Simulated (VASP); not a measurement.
A run of VASP 6.6.1 is set up as follows.

Contents of INCAR:

```
ALGO     = Normal         # electronic algorithm
DIPOL    = 0.5 0.5 0.500
EDIFF    = 1E-6           # SCF threshold, eV
ENCUT    = 520            # plane-wave cutoff, eV
GGA      = PE             # functional
IDIPOL   = 3            
ISIF     = 2              # what is computed and relaxed
ISMEAR   = 0              # smearing method
IVDW     = 12             # dispersion correction
LASPH    = True           # aspherical terms in the spheres
LCHARG   = False          # write CHGCAR
LDIPOL   = True         
LREAL    = False          # projectors in reciprocal space
LWAVE    = False          # write WAVECAR
NBANDS   = 12             # bands
NELM     = 60             # most SCF steps
PREC     = Accurate       # precision mode
SIGMA    = 0.02           # smearing width, eV
```

The input KPOINTS:

```
k-points
0
Gamma
  9 9 1
```

POSCAR

```
As
1.0
    3.5780000000      0.0000000000      0.0000000000
   -1.7890000000      3.0986388948      0.0000000000
    0.0000000000      0.0000000000     28.5742413766
As
2
Direct
    0.3333333333      0.6666666667      0.4738050788
    0.6666666667      0.3333333333      0.5261949212
```

Potentials or basis: VASP PAW PBE potentials, release 64 (As).

Launch:

```console
$ cat potpaw_PBE.64/As/POTCAR > POTCAR
$ mpirun -np 1 vasp_std > vasp.out
```

Problem. What does it give for the largest force?

Solution. 1.165 eV/Å.

Problem. What does it give for the dispersion energy per atom?

Solution. -0.210 eV.

Problem. Estimate the band gap on the k mesh.

Solution. 1.12 eV, indirect (least direct gap 1.85 eV).

Forces on the atoms (eV/Å):
```
As   0.000  0.000  1.165
As   0.000  0.000 -1.165
```
